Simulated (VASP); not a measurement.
Set up this calculation in VASP 6.6.1, as the native input.

```
Task                   : single point
Functional             : PBEsol
Dispersion             : D3(BJ)
Potentials or basis    : VASP PAW PBE potentials, release 64 (In_d, Sb)
Cutoff                 : 520 eV
k mesh                 : 10 × 10 × 10
Occupations            : gaussian, width 0.1 eV
Spin                   : no spin polarisation
Dipole correction      : no
Further INCAR settings : ALGO = Fast; EDIFF = 1e-07; NBANDS = 30
```

The structure of In3Sb lies in POSCAR:

```
In3Sb
1.0
    4.5933638116      0.0000000000      0.0000000000
    0.0000000000      4.5933638116      0.0000000000
    0.0000000000      0.0000000000      4.5933638116
In Sb
3 1
Direct
    0.5000000000      0.5000000000      0.0000000000
    0.5000000000      0.0000000000      0.5000000000
    0.0000000000      0.5000000000      0.5000000000
    0.0000000000      0.0000000000      0.0000000000
```

This cell differs from its parent crystal: volume scaled by 0.97.

The input as run:

INCAR

```
SYSTEM = In3Sb
  PREC = Accurate
  ENCUT = 520
  EDIFF = 1E-7
  ISMEAR = 0
  SIGMA = 0.1
  LREAL = .FALSE.
  LASPH = .TRUE.
  NELM = 100
  ALGO = Fast
  ISIF = 2
  LWAVE = .FALSE.
  LCHARG = .FALSE.
  GGA = PS
  IVDW = 12
  NBANDS = 30
```

KPOINTS

```
regular mesh
0
G
  10 10 10
  0 0 0
```

Potentials or basis: VASP PAW PBE potentials, release 64 (In_d, Sb).

Launch:

```console
$ cat potpaw_PBE.64/In_d/POTCAR potpaw_PBE.64/Sb/POTCAR > POTCAR
$ mpirun -np 1 vasp_std > vasp.out
```

It gave:

* Pressure: 1.8 GPa
* Band gap on the k mesh: zero (band 22 reaches 9.27 eV, above the bottom of band 23 at 4.82 eV)
* Dispersion energy per atom: -0.430 eV

Caveat: the PAW data sets were made with another functional, which shifts forces and pressure a little; spin-orbit coupling is left out, which moves the levels of the heavy elements; pairwise dispersion overbinds metals, which lowers pressure and volume.

Run time: 2.2 min on 1 thread of Intel(R) Xeon(R) Platinum 8488C (Sapphire Rapids) (shared host), peak memory 0.3 GiB.
